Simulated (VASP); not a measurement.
# CuO (C2/c) in VASP: single point with PBE+U

Aim: the single point of CuO with PBE+U.

Everything below comes from runs of VASP 6.6.1. Logs are shortened: lines on timing, memory, paths and dates and some standing lists are left out, and cuts for length are marked.

## 1. The cell of the first run

It takes space group C2/c (No. 15, monoclinic). Conventional cell: a = 4.649 Å, b = 3.438 Å, c = 5.187 Å, α = 90.00°, β = 98.64°, γ = 90.00°. Cu (site symmetry -1) has 4 O at 1.95 to 1.97 Å within 2.6 Å. O (site symmetry 2) has 6 Cu at 1.95 to 2.80 Å and 6 O at 2.66 to 2.89 Å within 2.9 Å.

## 2. Single point, PBE+U

Input file INCAR:

```
SYSTEM = CuO
PREC     = Accurate       ! precision mode
ENCUT    = 1340           ! plane-wave cutoff, eV
EDIFF    = 1E-6           ! SCF threshold, eV
ISMEAR   = -1             ! smearing method
SIGMA    = 0.1            ! smearing width, eV
LREAL    = .False.        ! projectors in reciprocal space
LASPH    = .True.         ! aspherical terms in the spheres
NELM     = 200            ! most SCF steps
ALGO     = Normal         ! electronic algorithm
ISIF     = 2              ! what is computed and relaxed
LWAVE    = .False.        ! write WAVECAR
LCHARG   = .True.         ! write CHGCAR
LMAXMIX  = 4              ! l up to which the mixer works
LDAU     = .True.         ! DFT+U
LDAUTYPE = 2            
LDAUL    = 2 -1           ! shell
LDAUU    = 4 0            ! U, eV
LDAUJ    = 0 0          
LDAUPRINT= 1            
GGA      = PE             ! functional
LELF     = .True.         ! ELF
LVHAR    = .True.       
NBANDS   = 33             ! bands
GGA_COMPAT= .False.
```

Input file KPOINTS:

```
regular mesh
0
Gamma
  7 7 4
  0 0 0
```

Input file POSCAR:

```
CuO
1.0
    2.3245000000     -1.7191000000      0.0000000000
    2.3245000000      1.7191000000      0.0000000000
   -0.7792200000      0.0000000000      5.1281400000
Cu O
2 2
Direct
    0.0000000000      0.5000000000      0.0000000000
    0.5000000000      0.0000000000      0.5000000000
    0.5830000000      0.4170000000      0.2500000000
    0.4170000000      0.5830000000      0.7500000000
```

Potentials or basis: VASP PAW PBE potentials, release 64 (Cu_sv_GW, O_h).

Command:

```
cat potpaw_PBE.64/Cu_sv_GW/POTCAR potpaw_PBE.64/O_h/POTCAR > POTCAR
mpirun -np 1 vasp_std > vasp.out
```

OUTCAR:

```text
SYSTEM = CuO
   PREC = Accurate
   ENCUT = 1340
   EDIFF = 1E-6
   ISMEAR = -1
   LREAL = .False.
   LASPH = .True.
   NELM = 200
   ISIF = 2
   GGA = PE

 ion  position               nearest neighbor table
   1  0.000  0.500  0.000-   3 1.95   4 1.95   3 1.97   4 1.97
   2  0.500  0.000  0.500-   3 1.95   4 1.95   4 1.97   3 1.97
   3  0.583  0.417  0.250-   1 1.95   2 1.95   2 1.97   1 1.97
   4  0.417  0.583  0.750-   1 1.95   2 1.95   1 1.97   2 1.97

  LATTYP: Found a base centered monoclinic cell.
 ALAT       =     4.6490000000
 B/A-ratio  =     0.7395568940
 C/A-ratio  =     1.1157245304
 COS(beta)  =    -0.1502254671

  Lattice vectors:

 A1 = (   2.3245000000,  -1.7191000000,   0.0000000000)
 A2 = (   2.3245000000,   1.7191000000,   0.0000000000)
 A3 = (  -0.7792200000,   0.0000000000,   5.1281400000)

Analysis of symmetry for initial positions (statically):
=====================================================================
 Subroutine PRICEL returns:
 Original cell was already a primitive cell.

 Routine SETGRP: Setting up the symmetry group for a
 base centered monoclinic supercell.

 Subroutine GETGRP returns: Found  4 space group operations
 (whereof  2 operations were pure point group operations)
 out of a pool of  4 trial point group operations.

The static configuration has the point symmetry S_2 .
 The point group associated with its full space group is C_2h.

Analysis of symmetry for dynamics (positions and initial velocities):
=====================================================================
 Subroutine PRICEL returns:
 Original cell was already a primitive cell.

 Routine SETGRP: Setting up the symmetry group for a
 base centered monoclinic supercell.

 Subroutine GETGRP returns: Found  4 space group operations
 (whereof  2 operations were pure point group operations)
 out of a pool of  4 trial point group operations.

The dynamic configuration has the point symmetry S_2 .
 The point group associated with its full space group is C_2h.

 Subroutine INISYM returns: Found  4 space group operations
 (whereof  2 operations are pure point group operations),
 and found     1 'primitive' translations

----------------------------------------------------------------------------------------

                                     Primitive cell

  volume of cell :      40.9846

  direct lattice vectors                    reciprocal lattice vectors
     2.324500000 -1.719100000  0.000000000     0.215100022 -0.290849863  0.032684412
     2.324500000  1.719100000  0.000000000     0.215100022  0.290849863  0.032684412
    -0.779220000  0.000000000  5.128140000     0.000000000  0.000000000  0.195002477

  length of vectors
     2.891125224  2.891125224  5.187003342     0.363221603  0.363221603  0.195002477

  position of ions in fractional coordinates (direct lattice)
     0.000000000  0.500000000  0.000000000
     0.500000000  0.000000000  0.500000000
     0.583000000  0.417000000  0.250000000
     0.417000000  0.583000000  0.750000000

  ion indices of the primitive-cell ions
   primitive index   ion index
                 1           1
                 2           2
                 3           3
                 4           4

----------------------------------------------------------------------------------------

 KPOINTS: regular mesh

Automatic generation of k-mesh.
[... 92 lines left out ...]
   angular momentum for each species LDAUL =     2   -1
   U (eV)           for each species LDAUU =   4.0  0.0
   J (eV)           for each species LDAUJ =   0.0  0.0
   GGA     = PE    functional components
   LHFCALC =     F    Hartree Fock is set to
   AEXX    =    0.0000 exact exchange contribution
   IVDW    =     0    specifies the selected vdW correction
   LEPSILON=     F    determine dielectric tensor
   LRPA    =     F    only Hartree local field effects (RPA)
 non-spin polarized calculation
  energy-cutoff  :     1340.00
  volume of cell :       40.98
 maximum number of plane-waves:      4599
   NGX = 17   NGY = 17   NGZ = 31

atom =   1  type =  1  l = 2

 onsite density matrix

spin component  1

  0.9242 -0.0128  0.0117  0.0066 -0.0018
 -0.0128  0.8726 -0.0006  0.0909 -0.0282
  0.0117 -0.0006  0.9435  0.0013 -0.0018
  0.0066  0.0909  0.0013  0.8187  0.0372
 -0.0018 -0.0282 -0.0018  0.0372  0.9284

spin component  2

  0.9242 -0.0128  0.0117  0.0066 -0.0018
 -0.0128  0.8726 -0.0006  0.0909 -0.0282
  0.0117 -0.0006  0.9435  0.0013 -0.0018
  0.0066  0.0909  0.0013  0.8187  0.0372
 -0.0018 -0.0282 -0.0018  0.0372  0.9284

 occupancies and eigenvectors

  o =  0.7384  v =  0.0696  0.5814  0.0046 -0.7748  0.2385  0.0000  0.0000  0.0000  0.0000  0.0000      0.0000  0.0000  0.0000  0.0000  0.0000  0.0000  0.0000  0.0000  0.0000  0.0000
  o =  0.7384  v =  0.0000  0.0000  0.0000  0.0000  0.0000  0.0696  0.5814  0.0046 -0.7748  0.2385      0.0000  0.0000  0.0000  0.0000  0.0000  0.0000  0.0000  0.0000  0.0000  0.0000
  o =  0.9177  v =  0.8739  0.1749 -0.4067  0.1805 -0.0872  0.0000  0.0000  0.0000  0.0000  0.0000      0.0000  0.0000  0.0000  0.0000  0.0000  0.0000  0.0000  0.0000  0.0000  0.0000
  o =  0.9177  v =  0.0000  0.0000  0.0000  0.0000  0.0000  0.8739  0.1749 -0.4067  0.1805 -0.0872      0.0000  0.0000  0.0000  0.0000  0.0000  0.0000  0.0000  0.0000  0.0000  0.0000
  o =  0.9395  v = -0.0333 -0.2331 -0.1852 -0.4396 -0.8468  0.0000  0.0000  0.0000  0.0000  0.0000      0.0000  0.0000  0.0000  0.0000  0.0000  0.0000  0.0000  0.0000  0.0000  0.0000
  o =  0.9395  v =  0.0000  0.0000  0.0000  0.0000  0.0000 -0.0333 -0.2331 -0.1852 -0.4396 -0.8468      0.0000  0.0000  0.0000  0.0000  0.0000  0.0000  0.0000  0.0000  0.0000  0.0000
  o =  0.9418  v =  0.0000  0.0000  0.0000  0.0000  0.0000 -0.1264  0.7216  0.3109  0.3892 -0.4638      0.0000  0.0000  0.0000  0.0000  0.0000  0.0000  0.0000  0.0000  0.0000  0.0000
  o =  0.9418  v = -0.1264  0.7216  0.3109  0.3892 -0.4638  0.0000  0.0000  0.0000  0.0000  0.0000      0.0000  0.0000  0.0000  0.0000  0.0000  0.0000  0.0000  0.0000  0.0000  0.0000
  o =  0.9500  v =  0.0000  0.0000  0.0000  0.0000  0.0000 -0.4629  0.2373 -0.8388  0.1496  0.0587      0.0000  0.0000  0.0000  0.0000  0.0000  0.0000  0.0000  0.0000  0.0000  0.0000
  o =  0.9500  v = -0.4629  0.2373 -0.8388  0.1496  0.0587  0.0000  0.0000  0.0000  0.0000  0.0000      0.0000  0.0000  0.0000  0.0000  0.0000  0.0000  0.0000  0.0000  0.0000  0.0000

atom =   2  type =  1  l = 2

 onsite density matrix

spin component  1

  0.9242 -0.0128 -0.0117 -0.0066  0.0018
 -0.0128  0.8726  0.0006 -0.0909  0.0282
 -0.0117  0.0006  0.9435  0.0013 -0.0018
 -0.0066 -0.0909  0.0013  0.8187  0.0372
  0.0018  0.0282 -0.0018  0.0372  0.9284

spin component  2

  0.9242 -0.0128 -0.0117 -0.0066  0.0018
 -0.0128  0.8726  0.0006 -0.0909  0.0282
 -0.0117  0.0006  0.9435  0.0013 -0.0018
 -0.0066 -0.0909  0.0013  0.8187  0.0372
  0.0018  0.0282 -0.0018  0.0372  0.9284

 occupancies and eigenvectors

  o =  0.7384  v = -0.0696 -0.5814  0.0046 -0.7748  0.2385  0.0000  0.0000  0.0000  0.0000  0.0000      0.0000  0.0000  0.0000  0.0000  0.0000  0.0000  0.0000  0.0000  0.0000  0.0000
  o =  0.7384  v =  0.0000  0.0000  0.0000  0.0000  0.0000 -0.0696 -0.5814  0.0046 -0.7748  0.2385      0.0000  0.0000  0.0000  0.0000  0.0000  0.0000  0.0000  0.0000  0.0000  0.0000
  o =  0.9177  v =  0.8739  0.1749  0.4067 -0.1805  0.0872  0.0000  0.0000  0.0000  0.0000  0.0000      0.0000  0.0000  0.0000  0.0000  0.0000  0.0000  0.0000  0.0000  0.0000  0.0000
  o =  0.9177  v =  0.0000  0.0000  0.0000  0.0000  0.0000  0.8739  0.1749  0.4067 -0.1805  0.0872      0.0000  0.0000  0.0000  0.0000  0.0000  0.0000  0.0000  0.0000  0.0000  0.0000
  o =  0.9395  v =  0.0333  0.2331 -0.1852 -0.4396 -0.8468  0.0000  0.0000  0.0000  0.0000  0.0000      0.0000  0.0000  0.0000  0.0000  0.0000  0.0000  0.0000  0.0000  0.0000  0.0000
  o =  0.9395  v =  0.0000  0.0000  0.0000  0.0000  0.0000  0.0333  0.2331 -0.1852 -0.4396 -0.8468      0.0000  0.0000  0.0000  0.0000  0.0000  0.0000  0.0000  0.0000  0.0000  0.0000
  o =  0.9418  v =  0.0000  0.0000  0.0000  0.0000  0.0000  0.1264 -0.7216  0.3109  0.3892 -0.4638      0.0000  0.0000  0.0000  0.0000  0.0000  0.0000  0.0000  0.0000  0.0000  0.0000
  o =  0.9418  v =  0.1264 -0.7216  0.3109  0.3892 -0.4638  0.0000  0.0000  0.0000  0.0000  0.0000      0.0000  0.0000  0.0000  0.0000  0.0000  0.0000  0.0000  0.0000  0.0000  0.0000
  o =  0.9500  v =  0.0000  0.0000  0.0000  0.0000  0.0000 -0.4629  0.2373  0.8388 -0.1496 -0.0587      0.0000  0.0000  0.0000  0.0000  0.0000  0.0000  0.0000  0.0000  0.0000  0.0000
  o =  0.9500  v = -0.4629  0.2373  0.8388 -0.1496 -0.0587  0.0000  0.0000  0.0000  0.0000  0.0000      0.0000  0.0000  0.0000  0.0000  0.0000  0.0000  0.0000  0.0000  0.0000  0.0000

 number of electron      50.0000005 magnetization

 Free energy of the ion-electron system (eV)
  ---------------------------------------------------
  ext. energy  EPLUGINS =         0.00000000
  ---------------------------------------------------
  free energy    TOTEN  =       -16.16304366 eV

  energy without entropy =      -16.09450079  energy(sigma->0) =      -16.12877223

 E-fermi :   5.7363     XC(G=0): -12.1670

 val. band max:        5.7195812334   @ k =  -0.1429   0.0000   0.2500
 cond. band min:       5.7447148089   @ k =   0.1429  -0.0000  -0.0000
 fundamental gap:      0.0251335756
 Fermi energy:         5.7363362104

 k-point     1 :       0.0000    0.0000    0.0000
  band No.  band energies     occupation
      1    -105.8514      2.00000
      2    -105.8508      2.00000
      3     -63.4177      2.00000
      4     -63.4174      2.00000
      5     -63.3950      2.00000
      6     -63.3873      2.00000
[... 853 lines left out ...]
     32      21.1223      0.00000
     33      21.8319      0.00000

 [... further k-points ...]
[... 5 lines left out ...]
  --------------------------------------------------------------------------------------
  -------------------------------------------------------------------------------------
  Total        1.1074521      0.9918667      0.1115945      0.0000000      0.0000000     -0.4586835
  in kB       43.2927297     38.7742428      4.3624755      0.0000000      0.0000000    -17.9309430
  external PRESSURE =      28.8098160 kB  Pullay stress =       0.0000000 kB

 VOLUME and BASIS-vectors are now :
 -----------------------------------------------------------------------------
  energy-cutoff  :     1340.00
  volume of cell :       40.98
      direct lattice vectors                 reciprocal lattice vectors
     2.324500000 -1.719100000  0.000000000     0.215100022 -0.290849863  0.032684412
     2.324500000  1.719100000  0.000000000     0.215100022  0.290849863  0.032684412
    -0.779220000  0.000000000  5.128140000     0.000000000  0.000000000  0.195002477

 POSITION                                       TOTAL-FORCE (eV/Angst)
 -----------------------------------------------------------------------------------
      1.16225      0.85955      0.00000         0.000000      0.000000      0.000000
      0.77264     -0.85955      2.56407         0.000000      0.000000      0.000000
      2.12969     -0.28537      1.28204         0.000000      0.340996     -0.000000
      1.74009      0.28537      3.84611        -0.000000     -0.340996      0.000000
 -----------------------------------------------------------------------------------
    total drift:                                0.000000      0.000000      0.000000

  FREE ENERGIE OF THE ION-ELECTRON SYSTEM (eV)
  ---------------------------------------------------
  free  energy   TOTEN  =       -16.1630436624 eV

  energy  without entropy=      -16.0945007886  energy(sigma->0) =      -16.12877223
```

Run time: 5 min. Hardware: 1 thread of AMD EPYC 9R45 (Zen 5), shared host; peak memory 0.46 GiB.

Results:

* Free energy: -16.1630 eV
* Pressure: 2.9 GPa
* Largest force: 0.341 eV/Å
* Band gap on the k mesh: zero (bands 25 and 26 overlap by 0.71 eV)

Forces in eV/Å, atoms in the order of the input:
```
Cu   0.000  0.000  0.000
Cu   0.000  0.000  0.000
O    0.000  0.341  0.000
O    0.000 -0.341  0.000
```

Eigenvalues of the final occupation matrices:
```csv
site,spin,trace,eigenvalues
site 1 d,1,4.49,0.74 0.92 0.94 0.94 0.95
site 1 d,2,4.49,0.74 0.92 0.94 0.94 0.95
site 2 d,1,4.49,0.74 0.92 0.94 0.94 0.95
site 2 d,2,4.49,0.74 0.92 0.94 0.94 0.95
```

Caveat: U without spin polarisation on a metal has little footing.

The gap in the log of VASP goes by the Fermi energy; the results here count the filled bands.